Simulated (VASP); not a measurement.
Runs of VASP 6.6.1 on BN. The structure is that of space group P6_3/mmc (No. 194), or close to it. The cells are those of the table. 

| cell | gap on the mesh (eV) | pressure (GPa) | largest force (eV/Å) |
| --- | --- | --- | --- |
| a = 2.554, b = 2.517, c = 6.661 Å, angles 90.0, 90.0, 120.5°, 4 atoms | (b) | -6.0 | 0.22 |
| a = 2.491, b = 2.501, c = 6.661 Å, angles 90.0, 90.0, 119.9°, 4 atoms | 4.27 | 2.5 | 0.07 |
| a = 2.542, b = 2.513, c = 6.661 Å, angles 90.0, 90.0, 120.4°, 4 atoms | 4.19 | -4.4 | 0.17 |
| a = 2.454, b = 2.492, c = 6.661 Å, angles 90.0, 90.0, 119.5°, 4 atoms | 4.23 | 8.4 | 0.29 |
| a = 2.517, b = 2.507, c = 6.661 Å, angles 90.0, 90.0, 120.1°, 4 atoms | (c) | -1.1 | 0.06 |
| a = 2.529, b = 2.510, c = 6.661 Å, angles 90.0, 90.0, 120.2°, 4 atoms | 4.23 | -2.8 | 0.12 |
| a = 2.466, b = 2.495, c = 6.661 Å, angles 90.0, 90.0, 119.6°, 4 atoms | 4.25 | 6.4 | 0.21 |
| a = 2.548, b = 2.515, c = 6.661 Å, angles 90.0, 90.0, 120.4°, 4 atoms | 4.18 | -5.2 | (a) |

Alike in all rows: task single point; level PBE+D3(BJ); potentials or basis VASP PAW PBE potentials, release 64 (B, N); no spin polarisation; k mesh 12 × 12 × 4; cutoff (eV) 520; smearing gaussian 0.05 eV.

Fill in the values left out.

(a) 0.20; (b) 4.16; (c) 4.26.

A k mesh can miss the band edges.
